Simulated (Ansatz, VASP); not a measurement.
**Rb2GeBr6: VASP beside Ansatz**

```
Rb Ge Br
1.0
     7.51592    0.00000    0.00000
    -3.75796    6.50898    0.00000
     0.00000    0.00000    6.81820
Rb Ge Br
2 1 6
Direct
  0.33333 0.66667 0.69536
  0.66667 0.33333 0.30464
  0.00000 0.00000 0.50000
  0.84148 0.68297 0.71344
  0.31703 0.15852 0.71344
  0.84148 0.15852 0.71344
  0.15852 0.31703 0.28656
  0.68297 0.84148 0.28656
  0.15852 0.84148 0.28656
```

Alike in both runs: functional PBE; k mesh 3 × 3 × 4; occupations gaussian, width 0.1 eV; no spin polarisation.

Ansatz relaxed the structure, and its values are those at the end. VASP's run is a single point on that final structure, the one shown.

|  | VASP | Ansatz |
| --- | --- | --- |
| version | VASP 6.6.1 | Ansatz 0.2.0 |
| potentials or method | VASP PAW PBE potentials, release 64 (Rb_sv, Ge_d, Br), cutoff 520 eV | scalar-relativistic, plane waves, PAW |
| valence electrons in the cell | 74 | 74 |

|  | VASP | Ansatz | Ansatz less VASP |
| --- | --- | --- | --- |
| gap on the k mesh at the Fermi level (eV) | 0.92 | 0.92 | 0.000 |
| least direct gap on the mesh (eV) | 0.92 | 0.92 | 0.000 |
| pressure (GPa) | 0.1 | 0.1 | -0.02 |
| rms of the force components (eV/Å) | 0.007 | 0.006 | -0.0014 |
